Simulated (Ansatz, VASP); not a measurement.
Two plane-wave programs on SnSe

The input INCAR:

```
PREC = Accurate ; ENCUT = 520
EDIFF = 1E-6 ; ISMEAR = 0
SIGMA = 0.01 ; LREAL = False
LASPH = True ; NELM = 60
ALGO = Normal ; ISIF = 2
LWAVE = False ; LCHARG = False
GGA = PE ; NBANDS = 17
```

The input KPOINTS:

```
Automatic mesh
0
Gamma
  10 10 10
```

The input POSCAR:

```
SnSe
1.0
    0.0000000000      3.3216184387      3.3216184387
    3.3216184387      0.0000000000      3.3216184387
    3.3216184387      3.3216184387      0.0000000000
Sn Se
1 1
Direct
    0.0000000000      0.0000000000      0.0000000000
    0.2500000000      0.2500000000      0.2500000000
```

Input for Ansatz:

```yaml
crystal:
  lattice:
    - [0.0, 3.3216184387, 3.3216184387]
    - [3.3216184387, 0.0, 3.3216184387]
    - [3.3216184387, 3.3216184387, 0.0]
  atoms:
    - { symbol: Sn, position: [0.0, 0.0, 0.0] }
    - { symbol: Se, position: [0.25, 0.25, 0.25] }
basis:
  ecutwfc: 420
kpoints:
  mp_grid: { grid: [10, 10, 10] }
hamiltonian:
  xc: pbe
scf:
  occupations: { method: gaussian, width: 0.01 }
output:
  forces: true
  stress: true
  eigenvalues: true
  write_density: true
  write_potential: true
  elf: true
  volumetric_format: npy
```

Alike in both runs: task single point; functional PBE; k mesh 10 × 10 × 10; occupations gaussian, width 0.01 eV; no spin polarisation.

|  | VASP | Ansatz |
| --- | --- | --- |
| version | VASP 6.6.1 | Ansatz 0.2.0 |
| potentials or method | VASP PAW PBE potentials, release 64 (Sn_d, Se), cutoff 520 eV | scalar-relativistic, plane waves, PAW |
| valence electrons in the cell | 20 | 30 |

```csv
,VASP,Ansatz,Ansatz less VASP
gap on the k mesh at the Fermi level (eV),none,none,-
pressure (GPa),2.1,2.1,0.00
```

A gap of «none» marks a metal or a gap that the smearing closes. VASP's potentials hold 20 valence electrons a cell and Ansatz's 30, so a difference there can come from the potentials and not from the codes.
